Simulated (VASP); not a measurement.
# GaAs (F-43m) in VASP: a series of runs

Aim: see how the results for GaAs move with the level of theory and the settings. Levels: PBE-based screened hybrid with 75 % exact exchange, PBE-based screened hybrid with 20 % exact exchange. Tasks: single point.

Program: VASP 6.6.1. These are calculated values, not measurements. Logs are shortened: lines on timing, memory, paths and dates and some standing lists are left out, and cuts for length are marked.

## 1. The cell of the first run

Symmetry: F-43m, No. 216, cubic system. The conventional cell has a = 5.666 Å, b = 5.666 Å, c = 5.666 Å, α = 90.00°, β = 90.00°, γ = 90.00°. Ga (site symmetry -43m) has 4 As at 2.45 Å within 3.2 Å. Within 3.2 Å of As (site symmetry -43m) lie 4 Ga at 2.45 Å.

## 2. Single point, PBE-based screened hybrid with 75 % exact exchange

File POSCAR:

```
GaAs
1.0
    0.0000000000      2.8330850947      2.8330850947
    2.8330850947      0.0000000000      2.8330850947
    2.8330850947      2.8330850947      0.0000000000
Ga As
1 1
Direct
    0.0000000000      0.0000000000      0.0000000000
    0.2500000000      0.2500000000      0.2500000000
```

File INCAR.step1:

```
SYSTEM = GaAs
PREC = Accurate ; ENCUT = 520
EDIFF = 1E-5 ; ISMEAR = 0
SIGMA = 0.01 ; LREAL = .FALSE.
LASPH = .TRUE. ; NELM = 80
ALGO = Normal ; ISIF = 2
LWAVE = .TRUE. ; LCHARG = .FALSE.
NBANDS = 16 ; GGA = PE
```

File INCAR.step2:

```
SYSTEM = GaAs
PREC = Accurate ; ENCUT = 520
EDIFF = 1E-6 ; ISMEAR = 0
SIGMA = 0.01 ; LREAL = .FALSE.
LASPH = .TRUE. ; NELM = 80
ALGO = Normal ; ISIF = 2
LWAVE = .FALSE. ; LCHARG = .FALSE.
GGA = PE ; LHFCALC = .TRUE.
AEXX = 0.75 ; HFSCREEN = 0.5
PRECFOCK = Normal ; NBANDS = 16
ISTART = 1
```

File KPOINTS:

```
Automatic mesh
0
G
  4 4 4
  0 0 0
```

Potentials or basis: VASP PAW PBE potentials, release 64 (Ga_d, As).

On the command line:

```sh
cat potpaw_PBE.64/Ga_d/POTCAR potpaw_PBE.64/As/POTCAR > POTCAR
cp INCAR.step1 INCAR
mpirun -np 1 vasp_std > vasp.out
cp INCAR.step2 INCAR
mpirun -np 1 vasp_std > vasp.out
```

OUTCAR:

```text
SYSTEM = GaAs
   PREC = Accurate
   ENCUT = 520
   EDIFF = 1E-6
   ISMEAR = 0
   LREAL = .FALSE.
   LASPH = .TRUE.
   NELM = 80
   ISIF = 2
   GGA = PE
   LHFCALC = .TRUE.
   AEXX = 0.75
   HFSCREEN = 0.5
   PRECFOCK = Normal
   ISTART = 1

 ion  position               nearest neighbor table
   1  0.000  0.000  0.000-   2 2.45   2 2.45   2 2.45   2 2.45
   2  0.250  0.250  0.250-   1 2.45   1 2.45   1 2.45   1 2.45

  LATTYP: Found a face centered cubic cell.
 ALAT       =     5.6661701894

  Lattice vectors:

 A1 = (   0.0000000000,   2.8330850947,   2.8330850947)
 A2 = (   2.8330850947,   0.0000000000,   2.8330850947)
 A3 = (   2.8330850947,   2.8330850947,   0.0000000000)

Analysis of symmetry for initial positions (statically):
=====================================================================
 Subroutine PRICEL returns:
 Original cell was already a primitive cell.

 Routine SETGRP: Setting up the symmetry group for a
 face centered cubic supercell.

 Subroutine GETGRP returns: Found 24 space group operations
 (whereof 24 operations were pure point group operations)
 out of a pool of 48 trial point group operations.

The static configuration has the point symmetry T_d .

Analysis of symmetry for dynamics (positions and initial velocities):
=====================================================================
 Subroutine PRICEL returns:
 Original cell was already a primitive cell.

 Routine SETGRP: Setting up the symmetry group for a
 face centered cubic supercell.

 Subroutine GETGRP returns: Found 24 space group operations
 (whereof 24 operations were pure point group operations)
 out of a pool of 48 trial point group operations.

The dynamic configuration has the point symmetry T_d .

 Subroutine INISYM returns: Found 24 space group operations
 (whereof 24 operations are pure point group operations),
 and found     1 'primitive' translations

----------------------------------------------------------------------------------------

                                     Primitive cell

  volume of cell :      45.4788

  direct lattice vectors                    reciprocal lattice vectors
     0.000000000  2.833085095  2.833085095    -0.176486051  0.176486051  0.176486051
     2.833085095  0.000000000  2.833085095     0.176486051 -0.176486051  0.176486051
     2.833085095  2.833085095  0.000000000     0.176486051  0.176486051 -0.176486051

  length of vectors
     4.006587364  4.006587364  4.006587364     0.305682807  0.305682807  0.305682807

  position of ions in fractional coordinates (direct lattice)
     0.000000000  0.000000000  0.000000000
     0.250000000  0.250000000  0.250000000

  ion indices of the primitive-cell ions
   primitive index   ion index
                 1           1
                 2           2

----------------------------------------------------------------------------------------

 KPOINTS: Automatic mesh

Automatic generation of k-mesh.
 Grid dimensions read from file:
 generate k-points for:    4    4    4

 Generating k-lattice:

  Cartesian coordinates                     Fractional coordinates (reciprocal lattice)
    -0.044121513  0.044121513  0.044121513     0.250000000  0.000000000  0.000000000
     0.044121513 -0.044121513  0.044121513     0.000000000  0.250000000  0.000000000
     0.044121513  0.044121513 -0.044121513     0.000000000  0.000000000  0.250000000

  Length of vectors
     0.076420702  0.076420702  0.076420702

  Shift w.r.t. Gamma in fractional coordinates (k-lattice)
     0.000000000  0.000000000  0.000000000

 Subroutine IBZKPT returns following result:
 ===========================================

 Found      8 irreducible k-points:

 Following reciprocal coordinates:
            Coordinates               Weight
  0.000000  0.000000  0.000000      1.000000
  0.250000  0.000000  0.000000      8.000000
  0.500000  0.000000  0.000000      4.000000
  0.250000  0.250000  0.000000      6.000000
  0.500000  0.250000  0.000000     24.000000
 -0.250000  0.250000  0.000000     12.000000
  0.500000  0.500000  0.000000      3.000000
 -0.250000  0.500000  0.250000      6.000000
   k-points           NKPTS =      8   k-points in BZ     NKDIM =     64   number of bands    NBANDS=     16
   number of dos      NEDOS =    301   number of ions     NIONS =      2
   total plane-waves  NPLWV =  27000
   dimension x,y,z NGX =    30 NGY =   30 NGZ =   30
   dimension x,y,z NGXF=    60 NGYF=   60 NGZF=   60
   ions per type =               1   1
   NGX,Y,Z   is equivalent  to a cutoff of  12.45, 12.45, 12.45 a.u.
   NGXF,Y,Z  is equivalent  to a cutoff of  24.90, 24.90, 24.90 a.u.
 SYSTEM =  GaAs
   PREC   = accura    normal or accurate (medium, high low for compatibility)
   ISTART =      1    job   : 0-new  1-cont  2-samecut
   ICHARG =      0    charge: 1-file 2-atom 10-const
   ISPIN  =      1    spin polarized calculation?
   LNONCOLLINEAR =      F non collinear calculations
   LSORBIT =      F    spin-orbit coupling
   LASPH  =      T    aspherical Exc in radial PAW
   ENCUT  =  520.0 eV  38.22 Ry    6.18 a.u.   7.45  7.45  7.45*2*pi/ulx,y,z
   NELM   =     80;   NELMIN=  2; NELMDL=  0     # of ELM steps
   EDIFF  = 0.1E-05   stopping-criterion for ELM
   LREAL  =      F    real-space projection
   EDIFFG = 0.1E-04   stopping-criterion for IOM
   NSW    =      0    number of steps for IOM
   IBRION =     -1    ionic relax: 0-MD 1-quasi-New 2-CG
   NFREE  =      0    steps in history (QN), initial steepest desc. (CG)
   ISIF   =      2    stress and relaxation
   ISYM   =      3    0-nonsym 1-usesym 2-fastsym
   POTIM  = 0.5000    time-step for ionic-motion
   TEBEG  =    0.0;   TEEND  =   0.0 temperature during run
   PSTRESS=    0.0 pullay stress
   NELECT =      18.0000    total number of electrons
   NUPDOWN=      -1.0000    fix difference up-down
   EMIN   =  10.00;   EMAX   =-10.00  energy-range for DOS
   EFERMI =   0.00;   METHOD = LEGACY
   ISMEAR =     0;   SIGMA  =   0.01  broadening in eV -4-tet -1-fermi 0-gaus
   EFERMI_NEDOS =   21; number of points for ismear=-14 and -15
   IALGO  =     38    algorithm
   IMIX   =      1    mixing-type and parameters
     AMIX     =   0.40;   BMIX     =  1.00
     AMIX_MAG =   1.60;   BMIX_MAG =  1.00
  volume/ion in A,a.u.               =      22.74       153.45
  Fermi-wavevector in a.u.,A,eV,Ry     =   1.201977  2.271407 19.656990  1.444748
  Thomas-Fermi vector in A             =   2.337771
   LORBIT       =      0    0 simple, 1 ext, 2 COOP (PROOUT), +10 PAW based schemes
   GGA     = PE    functional components
   LHFCALC =     T    Hartree Fock is set to
   PRECFOCK=normal    Normal, Fast or Accurate (Low or Medium for compatibility)
   ENCUT4O =  -1.0   cutoff for four orbital integrals eV
   NKREDX  =     1    reduce k-point grid by
   NKREDY  =     1    reduce k-point grid by
   NKREDZ  =     1    reduce k-point grid by
   AEXX    =    0.7500 exact exchange contribution
   HFSCREEN=    0.5000 screening length (either q_TF or 0.3 A-1)
   HFSCREENC=   0.5000 screening length for correlation (either q_TF or 0.3 A-1)
   ENCUTFOCK=  -1.0 apply spherical cutoff to Coloumb kernel
   IVDW    =     0    specifies the selected vdW correction
   LEPSILON=     F    determine dielectric tensor
   LRPA    =     F    only Hartree local field effects (RPA)
 non-spin polarized calculation
 Gauss-broadening in eV      SIGMA  =   0.01
  energy-cutoff  :      520.00
  volume of cell :       45.48
 maximum number of plane-waves:      1243
 NGX is ok and might be reduce to    30
  NGX = 24; NGY = 24; NGZ = 24

 number of electron      17.9999990 magnetization

 Free energy of the ion-electron system (eV)
  ---------------------------------------------------
  ext. energy  EPLUGINS =         0.00000000
  ---------------------------------------------------
  free energy    TOTEN  =       -11.07196622 eV

  energy without entropy =      -11.07196622  energy(sigma->0) =      -11.07196622

 E-fermi :   3.2450     XC(G=0):  -5.8916

 val. band max:        3.1861549474   @ k =   0.0000   0.0000   0.0000
 cond. band min:       5.3091744988   @ k =   0.0000   0.0000   0.0000
 fundamental gap:      2.1230195514
 Fermi energy:         3.2449788577

 k-point     1 :       0.0000    0.0000    0.0000
  band No.  band energies     occupation
      1     -18.3112      2.00000
      2     -18.3112      2.00000
      3     -18.3112      2.00000
      4     -18.2290      2.00000
      5     -18.2290      2.00000
      6     -11.7895      2.00000
      7       3.1861      2.00000
      8       3.1862      2.00000
      9       3.1862      2.00000
     10       5.3092      0.00000
     11       8.1481      0.00000
     12       8.1481      0.00000
     13       8.1481      0.00000
     14      12.3788      0.00000
     15      14.6770      0.00000
     16      14.6770      0.00000

 k-point     2 :       0.2500    0.0000    0.0000
  band No.  band energies     occupation
      1     -18.3244      2.00000
      2     -18.3030      2.00000
      3     -18.3030      2.00000
      4     -18.2287      2.00000
      5     -18.2287      2.00000
      6     -10.9881      2.00000
      7      -1.2002      2.00000
      8       2.4698      2.00000
      9       2.4698      2.00000
     10       5.9830      0.00000
     11       9.0677      0.00000
     12       9.0677      0.00000
     13      10.6419      0.00000
     14      13.5131      0.00000
     15      13.5131      0.00000
     16      13.6246      0.00000

 k-point     3 :       0.5000    0.0000    0.0000
  band No.  band energies     occupation
      1     -18.3376      2.00000
      2     -18.2959      2.00000
      3     -18.2959      2.00000
      4     -18.2273      2.00000
      5     -18.2273      2.00000
      6      -9.7677      2.00000
      7      -4.1121      2.00000
      8       1.9562      2.00000
      9       1.9562      2.00000
     10       5.4541      0.00000
     11       9.0191      0.00000
     12       9.0191      0.00000
     13      12.2548      0.00000
     14      15.4633      0.00000
     15      16.8637      0.00000
     16      16.8637      0.00000

 k-point     4 :       0.2500    0.2500    0.0000
  band No.  band energies     occupation
      1     -18.3373      2.00000
      2     -18.2944      2.00000
      3     -18.2944      2.00000
      4     -18.2352      2.00000
      5     -18.2243      2.00000
      6     -10.7075      2.00000
      7      -1.0962      2.00000
      8       1.3730      2.00000
      9       1.3730      2.00000
     10       6.2200      0.00000
     11       7.7349      0.00000
     12      11.3176      0.00000
     13      11.3176      0.00000
     14      12.0626      0.00000
     15      15.7862      0.00000
     16      16.5183      0.00000

 k-point     5 :       0.5000    0.2500    0.0000
  band No.  band energies     occupation
      1     -18.3474      2.00000
      2     -18.2884      2.00000
      3     -18.2860      2.00000
      4     -18.2354      2.00000
      5     -18.2241      2.00000
      6      -9.4175      2.00000
      7      -3.6710      2.00000
      8      -0.2774      2.00000
      9       0.9760      2.00000
     10       6.4476      0.00000
     11       9.2659      0.00000
     12      10.7743      0.00000
     13      11.6210      0.00000
     14      15.3794      0.00000
     15      16.9367      0.00000
     16      17.6432      0.00000

 k-point     6 :      -0.2500    0.2500    0.0000
  band No.  band energies     occupation
      1     -18.3384      2.00000
      2     -18.2936      2.00000
      3     -18.2931      2.00000
      4     -18.2296      2.00000
      5     -18.2287      2.00000
      6      -9.8915      2.00000
      7      -2.9408      2.00000
      8      -0.4226      2.00000
      9       1.8767      2.00000
     10       7.2041      0.00000
     11      10.1928      0.00000
     12      10.2947      0.00000
     13      10.3551      0.00000
     14      12.7645      0.00000
     15      15.3844      0.00000
     16      17.7641      0.00000

 k-point     7 :       0.5000    0.5000    0.0000
  band No.  band energies     occupation
      1     -18.3614      2.00000
      2     -18.2772      2.00000
      3     -18.2772      2.00000
      4     -18.2428      2.00000
      5     -18.2197      2.00000
      6      -8.9002      2.00000
      7      -4.2997      2.00000
      8       0.2622      2.00000
      9       0.2622      2.00000
     10       5.5222      0.00000
     11       5.8632      0.00000
     12      15.5468      0.00000
     13      15.5468      0.00000
     14      16.2121      0.00000
     15      18.1233      0.00000
     16      18.1444      0.00000

 k-point     8 :      -0.2500    0.5000    0.2500
  band No.  band energies     occupation
      1     -18.3507      2.00000
      2     -18.2893      2.00000
      3     -18.2781      2.00000
      4     -18.2360      2.00000
      5     -18.2252      2.00000
      6      -8.8483      2.00000
      7      -4.0580      2.00000
      8      -0.6711      2.00000
      9      -0.4046      2.00000
     10       8.8932      0.00000
     11       9.3784      0.00000
     12      10.1296      0.00000
     13      10.3911      0.00000
     14      16.3096      0.00000
     15      17.3441      0.00000
     16      18.3269      0.00000

------------------------ aborting loop because EDIFF is reached ----------------------------------------

  FORCE on cell =-STRESS in cart. coord.  units (eV):
  Direction    XX          YY          ZZ          XY          YZ          ZX
  --------------------------------------------------------------------------------------
  -------------------------------------------------------------------------------------
  Total       -0.2920397     -0.2920397     -0.2920397      0.0000000      0.0000000      0.0000000
  in kB      -10.2883007    -10.2883007    -10.2883007      0.0000000      0.0000000      0.0000000
  external PRESSURE =     -10.2883007 kB  Pullay stress =       0.0000000 kB

 VOLUME and BASIS-vectors are now :
 -----------------------------------------------------------------------------
  energy-cutoff  :      520.00
  volume of cell :       45.48
      direct lattice vectors                 reciprocal lattice vectors
     0.000000000  2.833085095  2.833085095    -0.176486051  0.176486051  0.176486051
     2.833085095  0.000000000  2.833085095     0.176486051 -0.176486051  0.176486051
     2.833085095  2.833085095  0.000000000     0.176486051  0.176486051 -0.176486051

 POSITION                                       TOTAL-FORCE (eV/Angst)
 -----------------------------------------------------------------------------------
      0.00000      0.00000      0.00000        -0.000000     -0.000000     -0.000000
      1.41654      1.41654      1.41654         0.000000      0.000000      0.000000
 -----------------------------------------------------------------------------------
    total drift:                               -0.000085     -0.000089     -0.000066

  FREE ENERGIE OF THE ION-ELECTRON SYSTEM (eV)
  ---------------------------------------------------
  free  energy   TOTEN  =       -11.0719662216 eV

  energy  without entropy=      -11.0719662216  energy(sigma->0) =      -11.07196622
```

It took 8.5 min on 1 thread of Intel Xeon Platinum 8375C at 2.90GHz (Ice Lake), shared host; peak memory 0.28 GiB.

Results:

```
Free energy            : -11.0720 eV
Pressure               : -1.0 GPa
Band gap on the k mesh : 2.12 eV
```

Levels at points of the mesh, in eV from the valence-band top:
```
           k point  band 7  band 8  band 9  band 10  band 11  band 12
(0.00, 0.00, 0.00)    0.00    0.00    0.00     2.12     4.96     4.96
(0.50, 0.00, 0.00)   -7.30   -1.23   -1.23     2.27     5.83     5.83
(0.50, 0.50, 0.00)   -7.49   -2.92   -2.92     2.34     2.68    12.36
```

Caveat: the k points lie up to 0.48 Å⁻¹ apart; the PAW data sets were made with another functional, which shifts forces and pressure a little. A k mesh can miss the band edges.

## 3. Single point, PBE-based screened hybrid with 20 % exact exchange

POSCAR is that of step 2.

File INCAR.step1:

```
SYSTEM = GaAs
  PREC = Accurate
  ENCUT = 520
  EDIFF = 1E-5
  ISMEAR = 0
  SIGMA = 0.01
  LREAL = .FALSE.
  LASPH = .TRUE.
  NELM = 100
  ALGO = Normal
  ISIF = 2
  LWAVE = .TRUE.
  LCHARG = .FALSE.
  NBANDS = 16
  GGA = PE
```

File INCAR.step2:

```
SYSTEM = GaAs
  PREC = Accurate
  ENCUT = 520
  EDIFF = 1E-6
  ISMEAR = 0
  SIGMA = 0.01
  LREAL = .FALSE.
  LASPH = .TRUE.
  NELM = 100
  ALGO = Normal
  ISIF = 2
  LWAVE = .FALSE.
  LCHARG = .FALSE.
  GGA = PE
  LHFCALC = .TRUE.
  AEXX = 0.2
  HFSCREEN = 0.2078
  PRECFOCK = Normal
  NBANDS = 16
  ISTART = 1
```

File KPOINTS:

```
regular mesh
0
G
  4 4 4
  0 0 0
```

Potentials or basis: VASP PAW PBE potentials, release 64 (Ga_d, As).

On the command line:

```sh
cat potpaw_PBE.64/Ga_d/POTCAR potpaw_PBE.64/As/POTCAR > POTCAR
cp INCAR.step1 INCAR
mpirun -np 1 vasp_std > vasp.out
cp INCAR.step2 INCAR
mpirun -np 1 vasp_std > vasp.out
```

Run time: 6.1 min. Hardware: 1 thread of Intel Xeon Platinum 8375C at 2.90GHz (Ice Lake), shared host; peak memory 0.27 GiB.

The run converged. Its results:

```
Free energy            : -9.3721 eV
Pressure               : 1.3 GPa
Band gap on the k mesh : 1.21 eV
```

Levels at points of the mesh, in eV from the valence-band top:
```
           k point  band 6  band 7  band 8  band 9  band 10  band 11  band 12  band 13
(0.00, 0.00, 0.00)  -13.65    0.00    0.00    0.00     1.21     4.37     4.37     4.37
(0.50, 0.00, 0.00)  -11.78   -7.05   -1.20   -1.20     1.61     5.29     5.29     8.48
(0.50, 0.50, 0.00)  -10.98   -7.23   -2.83   -2.83     1.97     2.21    11.19    11.19
```

Caveat: the k points lie up to 0.48 Å⁻¹ apart; the PAW data sets were made with another functional, which shifts forces and pressure a little. A k mesh can miss the band edges.
